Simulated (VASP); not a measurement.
BaTiO3, 5 atoms in the cell. It takes space group P4mm (No. 99, tetragonal). Conventional cell: a = 3.974 Å, b = 3.974 Å, c = 4.092 Å, α = 90.00°, β = 90.00°, γ = 90.00°. Ba (site symmetry 4mm) has 12 O at 2.79 to 2.92 Å and 8 Ti at 3.44 to 3.52 Å within 3.7 Å. Within 2.4 Å of Ti (site symmetry 4mm) lie 6 O at 1.83 to 2.26 Å. O (site symmetry 2mm) has 2 Ti at 1.99 Å within 2.6 Å. Within 2.4 Å of O (site symmetry 4mm) lie 2 Ti at 1.83 to 2.26 Å. 

```yaml
Program: VASP 6.6.1
Task: single point
Functional: PBE
Dispersion: D3(BJ)
Potentials_or_basis: VASP PAW PBE potentials, release 64 (Ba_sv, Ti_sv, O)
Cutoff: 520 eV
k_mesh: 7 × 7 × 7
Occupations: fermi-dirac, width 0.05 eV
Spin: no spin polarisation
Dipole_correction: no
Further_INCAR_settings: ALGO = Normal; EDIFF = 1e-06; NBANDS = 28
```

Potentials or basis: VASP PAW PBE potentials, release 64 (Ba_sv, Ti_sv, O).

The run is started by

```sh
$ cat potpaw_PBE.64/Ba_sv/POTCAR potpaw_PBE.64/Ti_sv/POTCAR potpaw_PBE.64/O/POTCAR > POTCAR
$ mpirun -np 1 vasp_std > vasp.out
```

Hardware: 1 thread of Intel(R) Xeon(R) Platinum 8488C (Sapphire Rapids) (shared host).

Problem. How long does it take, and how much memory?

Solution. Wall time 67 s on 1 thread of Intel(R) Xeon(R) Platinum 8488C (Sapphire Rapids), with other jobs on the host, peak memory 0.23 GiB. Counts: scf iterations 16, k points 40.
